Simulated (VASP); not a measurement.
# Nb (Im-3m) in VASP: notebook

Nb is run at these levels: PBE; tasks: relaxation of cell and atoms.

Everything below comes from runs of VASP 6.6.1. Logs are shortened: lines on timing, memory, paths and dates and some standing lists are left out, and cuts for length are marked.

### 1 The cell of the first run

It takes space group Im-3m (No. 229, cubic). The conventional cell has a = 3.330 Å, b = 3.330 Å, c = 3.330 Å, α = 90.00°, β = 90.00°, γ = 90.00°. Within 3.8 Å of Nb (site symmetry m-3m) lie 14 Nb at 2.88 to 3.33 Å.

### 2 Relaxation of cell and atoms, PBE, target pressure 15 GPa, at which the enthalpy is minimised

INCAR reads:

```
PREC = Accurate
ENCUT = 600
EDIFF = 1E-6
ISMEAR = 1
SIGMA = 0.1
LREAL = False
LASPH = True
NELM = 100
ALGO = Normal
ISIF = 3
LWAVE = False
LCHARG = False
GGA = PE
IBRION = 2
NSW = 50
EDIFFG = -0.03
PSTRESS = 150.0
```

KPOINTS reads:

```
Automatic mesh
0
Gamma
  10 10 10
```

POSCAR reads:

```
Nb
1.0
    1.6650000000      1.6650000000      1.6650000000
   -1.6650000000      1.6650000000      1.6650000000
   -1.6650000000     -1.6650000000      1.6650000000
Nb
1
Direct
    0.0000000000      0.0000000000      0.0000000000
```

Potentials or basis: VASP PAW PBE potentials, release 64 (Nb_sv).

The run is started by

```bash
$ cat potpaw_PBE.64/Nb_sv/POTCAR > POTCAR
$ mpirun -np 1 vasp_std > vasp.out
```

OUTCAR:

```text
PREC = Accurate
   ENCUT = 600
   EDIFF = 1E-6
   ISMEAR = 1
   LREAL = False
   LASPH = True
   NELM = 100
   ISIF = 3
   GGA = PE
   IBRION = 2
   NSW = 50
   EDIFFG = -0.03
   PSTRESS = 150.0

 ion  position               nearest neighbor table
   1  0.000  0.000  0.000-

  LATTYP: Found a body centered cubic cell.
 ALAT       =     3.3300000000

  Lattice vectors:

 A1 = (   1.6650000000,  -1.6650000000,  -1.6650000000)
 A2 = (   1.6650000000,   1.6650000000,   1.6650000000)
 A3 = (  -1.6650000000,  -1.6650000000,   1.6650000000)

Analysis of symmetry for initial positions (statically):
=====================================================================
 Subroutine PRICEL returns:
 Original cell was already a primitive cell.

 Routine SETGRP: Setting up the symmetry group for a
 body centered cubic supercell.

 Subroutine GETGRP returns: Found 48 space group operations
 (whereof 48 operations were pure point group operations)
 out of a pool of 48 trial point group operations.

The static configuration has the point symmetry O_h .

Analysis of symmetry for dynamics (positions and initial velocities):
=====================================================================
 Subroutine PRICEL returns:
 Original cell was already a primitive cell.

 Routine SETGRP: Setting up the symmetry group for a
 body centered cubic supercell.

 Subroutine GETGRP returns: Found 48 space group operations
 (whereof 48 operations were pure point group operations)
 out of a pool of 48 trial point group operations.

The dynamic configuration has the point symmetry O_h .

 Subroutine INISYM returns: Found 48 space group operations
 (whereof 48 operations are pure point group operations),
 and found     1 'primitive' translations

----------------------------------------------------------------------------------------

                                     Primitive cell

  volume of cell :      18.4630

  direct lattice vectors                    reciprocal lattice vectors
     1.665000000  1.665000000  1.665000000     0.300300300  0.000000000  0.300300300
    -1.665000000  1.665000000  1.665000000    -0.300300300  0.300300300  0.000000000
    -1.665000000 -1.665000000  1.665000000     0.000000000 -0.300300300  0.300300300

  length of vectors
     2.883864595  2.883864595  2.883864595     0.424688757  0.424688757  0.424688757

  position of ions in fractional coordinates (direct lattice)
     0.000000000  0.000000000  0.000000000

  ion indices of the primitive-cell ions
   primitive index   ion index
                 1           1

----------------------------------------------------------------------------------------

 KPOINTS: Automatic mesh

Automatic generation of k-mesh.
 Grid dimensions read from file:
 generate k-points for:   10   10   10

 Generating k-lattice:

  Cartesian coordinates                     Fractional coordinates (reciprocal lattice)
     0.030030030  0.000000000  0.030030030     0.100000000  0.000000000  0.000000000
    -0.030030030  0.030030030  0.000000000     0.000000000  0.100000000  0.000000000
     0.000000000 -0.030030030  0.030030030     0.000000000  0.000000000  0.100000000

  Length of vectors
     0.042468876  0.042468876  0.042468876

  Shift w.r.t. Gamma in fractional coordinates (k-lattice)
     0.000000000  0.000000000  0.000000000

 Subroutine IBZKPT returns following result:
 ===========================================

 Found     47 irreducible k-points:

 Following reciprocal coordinates:
            Coordinates               Weight
  0.000000  0.000000  0.000000      1.000000
  0.100000  0.000000  0.000000     12.000000
  0.200000  0.000000  0.000000     12.000000
  0.300000  0.000000  0.000000     12.000000
  0.400000  0.000000  0.000000     12.000000
  0.500000  0.000000  0.000000      6.000000
[... 16 lines left out ...]
  0.100000  0.300000  0.100000      8.000000
  0.500000  0.300000  0.100000     24.000000
 [... further k-points ...]
   k-points           NKPTS =     47   k-points in BZ     NKDIM =     47   number of bands    NBANDS=     10
   number of dos      NEDOS =    301   number of ions     NIONS =      1
   total plane-waves  NPLWV =  13824
   dimension x,y,z NGX =    24 NGY =   24 NGZ =   24
   dimension x,y,z NGXF=    48 NGYF=   48 NGZF=   48
   ions per type =               1
   NGX,Y,Z   is equivalent  to a cutoff of  13.84, 13.84, 13.84 a.u.
   NGXF,Y,Z  is equivalent  to a cutoff of  27.67, 27.67, 27.67 a.u.
 SYSTEM =  unknown system
   PREC   = accura    normal or accurate (medium, high low for compatibility)
   ISTART =      0    job   : 0-new  1-cont  2-samecut
   ICHARG =      2    charge: 1-file 2-atom 10-const
   ISPIN  =      1    spin polarized calculation?
   LNONCOLLINEAR =      F non collinear calculations
   LSORBIT =      F    spin-orbit coupling
   LASPH  =      T    aspherical Exc in radial PAW
   ENCUT  =  600.0 eV  44.10 Ry    6.64 a.u.   5.76  5.76  5.76*2*pi/ulx,y,z
   NELM   =    100;   NELMIN=  2; NELMDL= -5     # of ELM steps
   EDIFF  = 0.1E-05   stopping-criterion for ELM
   LREAL  =      F    real-space projection
   EDIFFG = -.3E-01   stopping-criterion for IOM
   NSW    =     50    number of steps for IOM
   IBRION =      2    ionic relax: 0-MD 1-quasi-New 2-CG
   NFREE  =      1    steps in history (QN), initial steepest desc. (CG)
   ISIF   =      3    stress and relaxation
   ISYM   =      2    0-nonsym 1-usesym 2-fastsym
   POTIM  = 0.5000    time-step for ionic-motion
   TEBEG  =    0.0;   TEEND  =   0.0 temperature during run
   PSTRESS=  150.0 pullay stress
   NELECT =      13.0000    total number of electrons
   NUPDOWN=      -1.0000    fix difference up-down
   EMIN   =  10.00;   EMAX   =-10.00  energy-range for DOS
   EFERMI =   0.00;   METHOD = LEGACY
   ISMEAR =     1;   SIGMA  =   0.10  broadening in eV -4-tet -1-fermi 0-gaus
   EFERMI_NEDOS =   21; number of points for ismear=-14 and -15
   IALGO  =     38    algorithm
   IMIX   =      4    mixing-type and parameters
     AMIX     =   0.40;   BMIX     =  1.00
     AMIX_MAG =   1.60;   BMIX_MAG =  1.00
  volume/ion in A,a.u.               =      18.46       124.59
  Fermi-wavevector in a.u.,A,eV,Ry     =   1.456426  2.752246 28.860355  2.121176
  Thomas-Fermi vector in A             =   2.573345
   LORBIT       =      0    0 simple, 1 ext, 2 COOP (PROOUT), +10 PAW based schemes
   GGA     = PE    functional components
   LHFCALC =     F    Hartree Fock is set to
   AEXX    =    0.0000 exact exchange contribution
   IVDW    =     0    specifies the selected vdW correction
   LEPSILON=     F    determine dielectric tensor
   LRPA    =     F    only Hartree local field effects (RPA)
 conjugate gradient relaxation of ions
 non-spin polarized calculation
 Methfessel and Paxton  Order N= 1 SIGMA  =   0.10
  energy-cutoff  :      600.00
  volume of cell :       18.46
 maximum number of plane-waves:       629
   NGX = 11   NGY = 11   NGZ = 11

--------------------------------------- Ionic step        1  -------------------------------------------

 number of electron      12.9999999 magnetization

 Free energy of the ion-electron system (eV)
  ---------------------------------------------------
  ext. energy  EPLUGINS =         0.00000000
  ---------------------------------------------------
  free energy    TOTEN  =       -10.18962776 eV

  energy without entropy =      -10.19203939  energy(sigma->0) =      -10.19043164

------------------------ aborting loop because EDIFF is reached ----------------------------------------

  FORCE on cell =-STRESS in cart. coord.  units (eV):
  Direction    XX          YY          ZZ          XY          YZ          ZX
  --------------------------------------------------------------------------------------
  -------------------------------------------------------------------------------------
  Total       -0.3366284     -0.3366284     -0.3366284      0.0000000     -0.0000000      0.0000000
  in kB      -29.2118235    -29.2118235    -29.2118235      0.0000000     -0.0000000      0.0000000
  external PRESSURE =    -179.2118235 kB  Pullay stress =     150.0000000 kB
[... 96 lines left out ...]
  enthalpy is  TOTEN    =        -8.5631151912 eV   P V=        1.5729884667

--------------------------------------- Ionic step        4  -------------------------------------------

 number of electron      13.0000000 magnetization

 Free energy of the ion-electron system (eV)
  ---------------------------------------------------
  ext. energy  EPLUGINS =         0.00000000
  ---------------------------------------------------
  free energy    TOTEN  =       -10.13056464 eV

  energy without entropy =      -10.12795658  energy(sigma->0) =      -10.12969529

 E-fermi :  12.2750     XC(G=0): -12.8807

 val. band max:       12.2504364669   @ k =   0.5000   0.2000   0.0000
 cond. band min:      12.2753422575   @ k =   0.4000   0.2000   0.2000
 fundamental gap:      0.0249057907
 Fermi energy:        12.2750314492

 k-point     1 :       0.0000    0.0000    0.0000
  band No.  band energies     occupation
      1     -42.0349      2.00000
      2     -17.1560      2.00000
      3     -17.1560      2.00000
      4     -17.1560      2.00000
      5       6.1724      2.00000
      6      12.5839     -0.00011
      7      12.5839     -0.00011
      8      12.5839     -0.00011
      9      15.7427      0.00000
     10      15.7427      0.00000
[... 287 lines left out ...]
 k-point    24 :       0.5000    0.3000    0.1000
  band No.  band energies     occupation
      1     -41.6610      2.00000
      2     -18.5428      2.00000
      3     -18.0380      2.00000
      4     -17.4232      2.00000
      5      10.0027      2.00000
      6      10.3984      2.00000
      7      11.8457      2.00000
      8      15.0321      0.00000
      9      16.8190      0.00000
     10      20.8241      0.00000

 [... further k-points ...]

------------------------ aborting loop because EDIFF is reached ----------------------------------------

  FORCE on cell =-STRESS in cart. coord.  units (eV):
  Direction    XX          YY          ZZ          XY          YZ          ZX
  --------------------------------------------------------------------------------------
  -------------------------------------------------------------------------------------
  Total        1.5397440      1.5397440      1.5397440     -0.0000000      0.0000000      0.0000000
  in kB      147.3717813    147.3717813    147.3717813     -0.0000000      0.0000000      0.0000000
  external PRESSURE =      -2.6282187 kB  Pullay stress =     150.0000000 kB
[... 16 lines left out ...]
  FREE ENERGIE OF THE ION-ELECTRON SYSTEM (eV)
  ---------------------------------------------------
  free  energy   TOTEN  =       -10.1305646407 eV

  energy  without entropy=      -10.1279565833  energy(sigma->0) =      -10.12969529

  enthalpy is  TOTEN    =        -8.5633609803 eV   P V=        1.5672036603

 reached required accuracy - stopping structural energy minimisation
```

Run time: 21 s. Hardware: 1 thread of Intel Xeon 6975P-C, shared host; peak memory 0.15 GiB.

Results:

- Free energy: -10.1306 eV
- Relaxed volume: 16.74 Å³/atom
- Relaxed cell: a = 2.791 Å, b = 2.791 Å, c = 2.791 Å, α = 70.53°, β = 109.47°, γ = 70.53°
- Space group after relaxing (to 0.05 Å): Im-3m (No. 229)
- Energy change on relaxing (the enthalpy is what falls): +59.1 meV/atom
- Ionic steps: 4
- Pressure after relaxing: 14.7 GPa

The path:
| step | energy change (eV) | largest force (eV/Å) | pressure (GPa) | volume (Å³) |
| --- | --- | --- | --- | --- |
| 1 | 0.0000 | 0.0000 | -2.92 | 18.46 |
| 2 | 0.9499 | 0.0000 | 85.92 | 13.48 |
| 3 | 0.0535 | 0.0000 | 14.00 | 16.80 |
| 4 | 0.0591 | 0.0000 | 14.74 | 16.74 |

Final structure:
```cif
data_structure
_symmetry_space_group_name_H-M 'P 1'
_symmetry_Int_Tables_number 1
_cell_length_a 2.7912
_cell_length_b 2.7912
_cell_length_c 2.7912
_cell_angle_alpha 70.529
_cell_angle_beta 109.471
_cell_angle_gamma 70.529
_cell_volume 16.74
loop_
_atom_site_label
_atom_site_type_symbol
_atom_site_fract_x
_atom_site_fract_y
_atom_site_fract_z
_atom_site_occupancy
Nb1 Nb 0.00000 0.00000 0.00000 1
```

Caveat: the cell is relaxed towards a set pressure, so the enthalpy falls and the energy may rise.

(Part 1 of 2 ends here.)
